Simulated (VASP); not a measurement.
# MgSi3N2: single point with PBE

Crystal: MgSi3N2.

```
CELL_PARAMETERS angstrom
5.02688 0.00000 0.00000
-2.51344 4.35341 0.00000
0.00000 0.00000 3.53073
ATOMIC_POSITIONS crystal
Mg 0.00000 0.00000 0.88881
Si 0.50000 0.50000 0.45952
Si 0.50000 0.00000 0.45952
Si 0.00000 0.50000 0.45952
N 0.66667 0.33333 0.96314
N 0.33333 0.66667 0.96314
```

The cell was generated, and may not be a known phase.

| Quantity | Value |
| --- | --- |
| Program | VASP 6.6.1 |
| Task | single point |
| Functional | PBE |
| Potentials or basis | VASP PAW PBE potentials, release 64 (Mg, Si, N) |
| Cutoff | 520 eV |
| k mesh | 6 × 6 × 6 |
| Occupations | gaussian, width 0.1 eV |
| Spin | collinear spin, ferromagnetic start |
| Starting moments | [0.0, 0.0, 0.0, 0.0, 1.0, 1.0] μB |

| Item | Value |
| --- | --- |
| Pressure | -6.0 GPa |
| Largest force | 0.368 eV/Å |
| Band gap on the k mesh | zero (filled and empty bands overlap) |
| Net moment | 0.00 μB per cell |
| Valence electrons inside the program's atomic spheres | Mg 0.28; Si 1.51; N 3.54 |

Forces on the atoms (eV/Å):
```
Mg   0.000  0.000  0.204
Si   0.000  0.000 -0.313
Si   0.000  0.000 -0.313
Si   0.000  0.000 -0.313
N    0.000  0.000  0.368
N    0.000  0.000  0.368
```

Stress tensor (GPa, compression positive):
```
 -1.89   0.00   0.00
  0.00  -1.89   0.00
  0.00   0.00 -14.32
```

Levels at points of the mesh, in eV from the Fermi level:
Spin up:
```tsv
k point	band 8	band 9	band 10	band 11	band 12	band 13	band 14	band 15	band 16	band 17
(0.00, 0.00, 0.00)	-5.43	-3.77	-2.63	-1.46	0.46	0.46	1.32	1.32	3.59	3.59
(0.50, 0.00, 0.00)	-4.11	-3.23	-3.05	-2.11	-0.56	2.13	2.69	2.78	2.97	2.98
(0.00, 0.00, 0.50)	-4.36	-3.23	-3.23	-2.88	-2.88	-1.52	-0.65	3.73	3.99	4.71
(0.50, 0.00, 0.50)	-5.44	-3.15	-1.88	-0.81	0.80	1.46	1.52	2.45	3.17	3.47
```
Spin down:
```tsv
k point	band 8	band 9	band 10	band 11	band 12	band 13	band 14	band 15	band 16	band 17
(0.00, 0.00, 0.00)	-5.43	-3.77	-2.63	-1.46	0.46	0.46	1.32	1.32	3.59	3.59
(0.50, 0.00, 0.00)	-4.11	-3.23	-3.05	-2.11	-0.56	2.13	2.69	2.78	2.97	2.98
(0.00, 0.00, 0.50)	-4.36	-3.23	-3.23	-2.88	-2.88	-1.52	-0.65	3.73	3.99	4.71
(0.50, 0.00, 0.50)	-5.44	-3.15	-1.88	-0.81	0.80	1.46	1.52	2.45	3.17	3.47
```

Run time: 120 s on 1 thread of Intel(R) Xeon(R) Platinum 8259CL CPU @ 2.50GHz (Skylake/Cascade Lake) (shared host), peak memory 0.28 GiB.

Caveat: the stress differs along the axes, from -14 to -2 GPa.
